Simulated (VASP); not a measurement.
Runs of VASP 6.6.1 on HfO2. The structure is that of space group R-3m (No. 166), or close to it. The cells are those of the table. 

| cell | gap on the mesh (eV) | pressure (GPa) | largest force (eV/Å) |
| --- | --- | --- | --- |
| a = 3.418 Å, angles 63.6°, 3 atoms | (b) | (a) | 1.32 |
| a = 3.411 Å, angles 65.4°, 3 atoms | 4.06 | 16.9 | 1.98 |
| a = 3.798 Å, angles 54.8°, 3 atoms | 3.80 | -6.1 | 0.29 |
| a = 3.641 Å, angles 56.5°, 3 atoms | 3.97 | 13.0 | (c) |
| a = 3.696 Å, angles 54.8°, 3 atoms | 4.03 | 15.4 | 0.80 |

Alike in all rows: task single point; level PBE; potentials or basis VASP PAW PBE potentials, release 64 (Hf_pv, O); no spin polarisation; k mesh 8 × 8 × 8; cutoff (eV) 520; smearing gaussian 0.05 eV.

Question: Fill in the values left out.

Answer: (a) 22.7; (b) 4.05; (c) 0.63.

Caveats: spin-orbit coupling is left out, which moves the levels of the heavy elements; forces of over 1 eV/Å act on the atoms, so gaps and moduli don't describe the material at rest (some runs).

A k mesh can miss the band edges, and the runs leave out spin-orbit coupling on Hf.
